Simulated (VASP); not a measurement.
Wanted: the native input for a VASP 6.6.1 run.

```
Task                   : relaxation of cell and atoms
Functional             : r2SCAN
Potentials or basis    : VASP PAW PBE potentials, release 64 (Ag)
Cutoff                 : 600 eV
k mesh                 : 10 × 10 × 10
Occupations            : gaussian, width 0.1 eV
Spin                   : no spin polarisation
Dipole correction      : no
Further INCAR settings : ALGO = Normal; EDIFF = 1e-06; IBRION = 2; EDIFFG = -0.05; NSW = 80; ISIF = 3
```

Ag:

```
CELL_PARAMETERS angstrom
-1.54282 1.54282 1.45929
1.54282 -1.54282 1.45929
1.54282 1.54282 -1.45929
ATOMIC_POSITIONS crystal
Ag 0.00000 0.00000 0.00000
```

One way to write it, as run:

POSCAR

```
Ag
1.0
   -1.5428202178      1.5428202178      1.4592929085
    1.5428202178     -1.5428202178      1.4592929085
    1.5428202178      1.5428202178     -1.4592929085
Ag
1
Direct
    0.0000000000      0.0000000000      0.0000000000
```

INCAR.step1

```
ALGO     = Normal         # electronic algorithm
EDIFF    = 1E-4           # SCF threshold, eV
ENCUT    = 600            # plane-wave cutoff, eV
GGA      = PE             # functional
ISMEAR   = 0              # smearing method
LASPH    = True           # aspherical terms in the spheres
LCHARG   = False          # write CHGCAR
LREAL    = False          # projectors in reciprocal space
LWAVE    = True           # write WAVECAR
NELM     = 60             # most SCF steps
PREC     = Accurate       # precision mode
SIGMA    = 0.1            # smearing width, eV
```

INCAR.step2

```
ALGO     = Normal         # electronic algorithm
EDIFF    = 1E-6           # SCF threshold, eV
EDIFFG   = -0.05          # ionic threshold
ENCUT    = 600            # plane-wave cutoff, eV
IBRION   = 2              # ionic algorithm
ISIF     = 3              # what is computed and relaxed
ISMEAR   = 0              # smearing method
ISTART   = 1            
LASPH    = True           # aspherical terms in the spheres
LCHARG   = False          # write CHGCAR
LMIXTAU  = True         
LREAL    = False          # projectors in reciprocal space
LWAVE    = False          # write WAVECAR
METAGGA  = R2SCAN         # meta-GGA
NELM     = 60             # most SCF steps
NSW      = 80             # ionic steps
PREC     = Accurate       # precision mode
SIGMA    = 0.1            # smearing width, eV
```

KPOINTS

```
k-points
0
Gamma
  10 10 10
```

Potentials or basis: VASP PAW PBE potentials, release 64 (Ag).

The run is started by

```sh
$ cat potpaw_PBE.64/Ag/POTCAR > POTCAR
$ cp INCAR.step1 INCAR
$ mpirun -np 1 vasp_std > vasp.out
$ cp INCAR.step2 INCAR
$ mpirun -np 1 vasp_std > vasp.out
```

Results of the run:

| Item | Value |
| --- | --- |
| Relaxed volume | 17.50 Å³/atom |
| Relaxed cell | a = 2.842 Å, b = 2.842 Å, c = 2.842 Å, α = 106.34°, β = 106.34°, γ = 115.93° |
| Space group after relaxing (to 0.1 Å) | I4/mmm (No. 139) |
| Energy gained by relaxing | 390.3 meV/atom |
| Ionic steps | 9 |
| Pressure after relaxing | 0.1 GPa |
| Band gap on the k mesh | zero (an odd number of electrons rules out a gap without spin polarisation) |

Caveat: the volume moved by over 15 % at a fixed basis, so the end points are rough; the PAW data sets were made with another functional, which shifts forces and pressure a little.

It took 5.2 min on 1 thread of Intel(R) Xeon(R) 6975P-C (Granite Rapids), with other jobs on the host, peak memory 0.16 GiB.
